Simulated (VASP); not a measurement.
A run of VASP 6.6.1 is set up as follows.

File INCAR:

```
SYSTEM = BaZrO3
ALGO     = Normal         ! electronic algorithm
EDIFF    = 1E-7           ! SCF threshold, eV
EDIFFG   = -0.01          ! ionic threshold
ENCUT    = 600            ! plane-wave cutoff, eV
GGA      = PE             ! functional
IBRION   = 2              ! ionic algorithm
ISIF     = 3              ! what is computed and relaxed
ISMEAR   = 0              ! smearing method
IVDW     = 12             ! dispersion correction
LASPH    = .TRUE.         ! aspherical terms in the spheres
LCHARG   = .FALSE.        ! write CHGCAR
LREAL    = .FALSE.        ! projectors in reciprocal space
LWAVE    = .FALSE.        ! write WAVECAR
NELM     = 60             ! most SCF steps
NSW      = 80             ! ionic steps
PREC     = Accurate       ! precision mode
SIGMA    = 0.01           ! smearing width, eV
```

The input KPOINTS:

```
k-points
0
G
  6 6 6
  0 0 0
```

The input POSCAR:

```
BaZrO3
1.0
    4.1913400000      0.0000000000      0.0000000000
    0.0000000000      4.1913400000      0.0000000000
    0.0000000000      0.0000000000      4.1913400000
Ba Zr O
1 1 3
Direct
    0.0000000000      0.0000000000      0.0000000000
    0.5000000000      0.5000000000      0.5000000000
    0.0000000000      0.5000000000      0.5000000000
    0.5000000000      0.0000000000      0.5000000000
    0.5000000000      0.5000000000      0.0000000000
```

Potentials or basis: VASP PAW PBE potentials, release 64 (Ba_sv, Zr_sv, O).

Command:

```bash
$ cat potpaw_PBE.64/Ba_sv/POTCAR potpaw_PBE.64/Zr_sv/POTCAR potpaw_PBE.64/O/POTCAR > POTCAR
$ mpirun -np 1 vasp_std > vasp.out
```

**Question.** Predict the band gap on the k mesh.

**Answer.** 3.16 eV, indirect (least direct gap 3.40 eV).

**Question.** Estimate the relaxed cell.

**Answer.** a = 4.211 Å, b = 4.211 Å, c = 4.211 Å, α = 90.00°, β = 90.00°, γ = 90.00°.

**Question.** Estimate the space group after relaxing (to 0.05 Å).

**Answer.** Pm-3m (No. 221).

**Question.** Predict the relaxed volume.

**Answer.** 14.93 Å³/atom.

Step by step:
```tsv
step	energy change (eV)	largest force (eV/Å)	pressure (GPa)	volume (Å³)
1	0.0000	0.0000	2.21	73.63
2	0.0015	0.0000	-2.31	75.82
3	-0.0070	0.0000	0.00	74.66
```

Caveat: spin-orbit coupling is left out, which moves the levels of the heavy elements. A k mesh can miss the band edges.
